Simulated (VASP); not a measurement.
# AlN (R3m) in VASP: a series of runs, part 2 of 2

VASP 6.6.1.

## (3) Single point, PBE (epitaxial 111 strain -3.0%)

Contents of INCAR:

```
  ALGO = Normal
  EDIFF = 1E-6
  ENCUT = 520
  GGA = PE
  ISIF = 2
  ISMEAR = -1
  LASPH = T
  LCHARG = F
  LREAL = F
  LWAVE = F
  NBANDS = 11
  NELM = 100
  PREC = Accurate
  SIGMA = 0.02
```

Contents of KPOINTS:

```
k-points
0
Gamma
  10 10 10
```

Contents of POSCAR:

```
AlN
1.0
    0.0587843221      2.1781144422      2.1781144422
    2.1781144422      0.0587843221      2.1781144422
    2.1781144422      2.1781144422      0.0587843221
Al N
1 1
Direct
    0.0019441439      0.0019441439      0.0019441439
    0.2480558561      0.2480558561      0.2480558561
```

Potentials or basis: VASP PAW PBE potentials, release 64 (Al, N).

Started as:

```
cat potpaw_PBE.64/Al/POTCAR potpaw_PBE.64/N/POTCAR > POTCAR
mpirun -np 1 vasp_std > vasp.out
```

OUTCAR:

```text
EDIFF = 1E-6
   ENCUT = 520
   GGA = PE
   ISIF = 2
   ISMEAR = -1
   LASPH = T
   LREAL = F
   NELM = 100
   PREC = Accurate

 ion  position               nearest neighbor table
   1  0.002  0.002  0.002-   2 1.85   2 1.85   2 1.85   2 1.88
   2  0.248  0.248  0.248-   1 1.85   1 1.85   1 1.85   1 1.88

  LATTYP: Found a trigonal (rhomboedric) cell.
 ALAT       =     3.0808798489
 COS(alpha) =     0.5267967731

  Lattice vectors:

 A1 = (   0.0587843221,   2.1781144422,   2.1781144422)
 A2 = (   2.1781144422,   0.0587843221,   2.1781144422)
 A3 = (   2.1781144422,   2.1781144422,   0.0587843221)

Analysis of symmetry for initial positions (statically):
=====================================================================
 Subroutine PRICEL returns:
 Original cell was already a primitive cell.

 Routine SETGRP: Setting up the symmetry group for a
 trigonal (rhombohedral) supercell.

 Subroutine GETGRP returns: Found  6 space group operations
 (whereof  6 operations were pure point group operations)
 out of a pool of 12 trial point group operations.

The static configuration has the point symmetry C_3v.

[... 163 lines left out ...]
 fundamental gap:      3.1751105166
 Fermi energy:         7.0377155210

 k-point     1 :       0.0000    0.0000    0.0000
  band No.  band energies     occupation
      1      -8.8236      2.00000
      2       6.1920      2.00000
      3       6.5885      2.00000
      4       6.5885      2.00000
      5      11.0316      0.00000
      6      18.8341      0.00000
      7      19.8902      0.00000
      8      19.8902      0.00000
      9      24.5209      0.00000
     10      24.5209      0.00000
     11      25.8262      0.00000
[... 309 lines left out ...]
 k-point    24 :       0.4000    0.3000   -0.0000
  band No.  band energies     occupation
      1      -6.6713      2.00000
      2       2.2233      2.00000
      3       4.8154      2.00000
      4       4.8610      2.00000
      5      11.4258      0.00000
      6      16.3619      0.00000
      7      19.2872      0.00000
      8      21.4842      0.00000
      9      22.2464      0.00000
     10      28.3221      0.00000
     11      30.8289      0.00000

 [... further k-points ...]
[... 5 lines left out ...]
  --------------------------------------------------------------------------------------
  -------------------------------------------------------------------------------------
  Total        1.9923902      1.9923902      1.9923902     -0.6946662     -0.6946662     -0.6946662
  in kB      160.9740023    160.9740023    160.9740023    -56.1251482    -56.1251482    -56.1251482
  external PRESSURE =     160.9740023 kB  Pullay stress =       0.0000000 kB

 VOLUME and BASIS-vectors are now :
 -----------------------------------------------------------------------------
  energy-cutoff  :      520.00
  volume of cell :       19.83
      direct lattice vectors                 reciprocal lattice vectors
     0.058784322  2.178114442  2.178114442    -0.239064842  0.232782366  0.232782366
     2.178114442  0.058784322  2.178114442     0.232782366 -0.239064842  0.232782366
     2.178114442  2.178114442  0.058784322     0.232782366  0.232782366 -0.239064842

 POSITION                                       TOTAL-FORCE (eV/Angst)
 -----------------------------------------------------------------------------------
      0.00858      0.00858      0.00858         0.023717      0.023717      0.023717
      1.09517      1.09517      1.09517        -0.023717     -0.023717     -0.023717
 -----------------------------------------------------------------------------------
    total drift:                                0.000123      0.000123      0.000123

  FREE ENERGIE OF THE ION-ELECTRON SYSTEM (eV)
  ---------------------------------------------------
  free  energy   TOTEN  =       -14.7490672124 eV

  energy  without entropy=      -14.7490672124  energy(sigma->0) =      -14.74906721
```

stdout:

```text
POSCAR found type information on POSCAR AlN
 POSCAR found :  2 types and       2 ions
 scaLAPACK will be used
 LDA part: xc-table for (Slater+PW92), standard interpolation
 POSCAR, INCAR and KPOINTS ok, starting setup
 FFT: planning ... GRIDC
 FFT: planning ... GRID_SOFT
 FFT: planning ... GRID
 WAVECAR not read
 entering main loop
```

Wall time 15 s (1 thread of Intel Xeon Platinum 8259CL at 2.50GHz (Skylake/Cascade Lake), shared host); peak memory 0.14 GiB.

Results:

| Quantity | Value |
| --- | --- |
| Free energy | -14.7491 eV |
| Pressure | 16.1 GPa |
| Largest force | 0.041 eV/Å |
| Band gap on the k mesh | 3.18 eV, indirect (least direct gap 4.44 eV) |

Forces in eV/Å, atoms in the order of the input:
```
Al   0.024  0.024  0.024
N   -0.024 -0.024 -0.024
```

Caveat: the cell differs from its parent crystal (epitaxial 111 strain -3.0%). A k mesh can miss the band edges.

## (4) Single point, PBE (epitaxial 111 strain -2.0%)

Contents of INCAR:

```
SYSTEM = AlN
PREC = Accurate
ENCUT = 520
EDIFF = 1E-6
ISMEAR = -1
SIGMA = 0.02
LREAL = .FALSE.
LASPH = .TRUE.
NELM = 100
ALGO = Normal
ISIF = 2
LWAVE = .FALSE.
LCHARG = .FALSE.
GGA = PE
NBANDS = 11
```

Contents of KPOINTS:

```
Automatic mesh
0
G
  10 10 10
  0 0 0
```

Contents of POSCAR:

```
AlN
1.0
    0.0391562402      2.1803351244      2.1803351244
    2.1803351244      0.0391562402      2.1803351244
    2.1803351244      2.1803351244      0.0391562402
Al N
1 1
Direct
    0.0012889231      0.0012889231      0.0012889231
    0.2487110769      0.2487110769      0.2487110769
```

Started as:

```
cat potpaw_PBE.64/Al/POTCAR potpaw_PBE.64/N/POTCAR > POTCAR
mpirun -np 1 vasp_std > vasp.out
```

It took 14 s on 1 thread of Intel Xeon Platinum 8259CL at 2.50GHz (Skylake/Cascade Lake), shared host; peak memory 0.14 GiB.

It converged, with:

| Property | Result |
| --- | --- |
| Free energy | -14.7944 eV |
| Pressure | 11.9 GPa |
| Largest force | 0.019 eV/Å |
| Band gap on the k mesh | 3.23 eV, indirect (least direct gap 4.37 eV) |

Forces on the atoms (eV/Å):
```
Al   0.011  0.011  0.011
N   -0.011 -0.011 -0.011
```

Stress tensor (GPa, compression positive):
```
11.88 -3.59 -3.59
-3.59 11.88 -3.59
-3.59 -3.59 11.88
```

Levels at points of the mesh, in eV from the valence-band top:
```tsv
k point	band 1	band 2	band 3	band 4	band 5	band 6	band 7	band 8
(0.00, 0.00, 0.00)	-15.26	-0.25	0.00	0.00	4.37	12.34	13.04	13.04
(0.50, 0.00, 0.00)	-13.07	-6.04	-0.68	-0.54	7.50	9.96	11.04	11.33
(0.50, 0.50, 0.00)	-12.44	-5.09	-2.03	-1.76	3.23	8.74	14.28	16.02
(0.50, 0.50, 0.50)	-13.22	-6.19	-0.43	-0.43	7.82	9.97	11.57	11.57
```

Caveat: the cell differs from its parent crystal (epitaxial 111 strain -2.0%). A k mesh can miss the band edges.

## (5) Single point, r2SCAN (epitaxial 111 strain +4.0%)

Contents of POSCAR:

```
AlN
1.0
   -0.0770983581      2.1951731109      2.1951731109
    2.1951731109     -0.0770983581      2.1951731109
    2.1951731109      2.1951731109     -0.0770983581
Al N
1 1
Direct
   -0.0019950247     -0.0019950247     -0.0019950247
    0.2519950247      0.2519950247      0.2519950247
```

Contents of INCAR.step1:

```
  ALGO = Normal
  EDIFF = 1E-4
  ENCUT = 520
  GGA = PE
  ISMEAR = 0
  LASPH = T
  LCHARG = F
  LREAL = F
  LWAVE = T
  NBANDS = 11
  NELM = 100
  PREC = Accurate
  SIGMA = 0.01
```

Contents of INCAR.step2:

```
  ALGO = Normal
  EDIFF = 1E-6
  ENCUT = 520
  ISIF = 2
  ISMEAR = 0
  ISTART = 1
  LASPH = T
  LCHARG = F
  LMIXTAU = T
  LREAL = F
  LWAVE = F
  METAGGA = R2SCAN
  NBANDS = 11
  NELM = 100
  PREC = Accurate
  SIGMA = 0.01
```

Contents of KPOINTS:

```
k-points
0
Gamma
  10 10 10
```

Started as:

```
cat potpaw_PBE.64/Al/POTCAR potpaw_PBE.64/N/POTCAR > POTCAR
cp INCAR.step1 INCAR
mpirun -np 1 vasp_std > vasp.out
cp INCAR.step2 INCAR
mpirun -np 1 vasp_std > vasp.out
```

Run time: 59 s. Hardware: 1 thread of AMD EPYC 9R45 (Zen 5), shared host; peak memory 0.12 GiB.

Results (log left out):

* Free energy: -19.0768 eV
* Pressure: -12.3 GPa
* Largest force: 0.004 eV/Å
* Band gap on the k mesh: 3.59 eV, indirect (least direct gap 3.96 eV)

Forces on the atoms (eV/Å):
```
Al  -0.003 -0.003 -0.003
N    0.003  0.003  0.003
```

Stress tensor (GPa, compression positive):
```
-12.35   6.04   6.04
  6.04 -12.35   6.04
  6.04   6.04 -12.35
```

Levels at points of the mesh, in eV from the valence-band top:
| k point | band 2 | band 3 | band 4 | band 5 | band 6 | band 7 |
| --- | --- | --- | --- | --- | --- | --- |
| (0.00, 0.00, 0.00) | -0.36 | -0.36 | 0.00 | 3.96 | 12.17 | 12.17 |
| (0.50, 0.00, 0.00) | -5.94 | -0.73 | -0.55 | 7.44 | 9.97 | 11.16 |
| (0.50, 0.50, 0.00) | -4.99 | -2.21 | -1.74 | 3.59 | 8.84 | 13.92 |
| (0.50, 0.50, 0.50) | -5.67 | -0.95 | -0.95 | 6.92 | 10.08 | 10.70 |

Caveat: the cell differs from its parent crystal (epitaxial 111 strain +4.0%); the PAW data sets were made with another functional, which shifts forces and pressure a little.

## (6) Overview

| level | cell | smearing | gap on the mesh (eV) | pressure (GPa) | largest force (eV/Å) |
| --- | --- | --- | --- | --- | --- |
| PBE | a = 3.078 Å, angles 57.6°, 2 atoms | fermi-dirac 0.02 eV | 3.10 | 20.6 | 0.06 |
| PBE | a = 3.081 Å, angles 58.2°, 2 atoms | fermi-dirac 0.02 eV | 3.18 | 16.1 | 0.04 |
| PBE | a = 3.084 Å, angles 58.8°, 2 atoms | fermi-dirac 0.02 eV | 3.23 | 11.9 | 0.02 |
| r2SCAN | a = 3.105 Å, angles 62.3°, 2 atoms | gaussian 0.01 eV | 3.59 | -12.3 | - |

Alike in all rows: task single point; potentials or basis VASP PAW PBE potentials, release 64 (Al, N); no spin polarisation; k mesh 10 × 10 × 10; cutoff (eV) 520.

Caveats: the PAW data sets were made with another functional, which shifts forces and pressure a little (some runs).

Total energies depend on the potentials used, so only differences within one code and one set of settings carry meaning.
